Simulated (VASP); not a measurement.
Here is a VASP 6.6.1 calculation.

File INCAR:

```
SYSTEM = Mo
PREC = Accurate ; ENCUT = 520
EDIFF = 1E-7 ; ISMEAR = 0
SIGMA = 0.15 ; LREAL = .FALSE.
LASPH = .TRUE. ; NELM = 60
ALGO = Fast ; ISIF = 2
LWAVE = .FALSE. ; LCHARG = .FALSE.
NBANDS = 13
```

KPOINTS

```
regular mesh
0
G
  22 22 22
  0 0 0
```

POSCAR

```
Mo
1.0
   -1.6091275187      1.6091275187      1.6091275187
    1.6091275187     -1.6091275187      1.6091275187
    1.6091275187      1.6091275187     -1.6091275187
Mo
1
Direct
    0.0000000000      0.0000000000      0.0000000000
```

Potentials or basis: VASP PAW LDA potentials, release 64 (Mo_sv).

Run with:

```sh
$ cat potpaw_LDA.64/Mo_sv/POTCAR > POTCAR
$ mpirun -np 1 vasp_std > vasp.out
```

**Question.** Estimate the band gap on the k mesh.

**Answer.** Zero (band 7 reaches 15.11 eV, above the bottom of band 8 at 10.20 eV).

**Question.** Estimate the pressure.

**Answer.** -23.0 GPa.
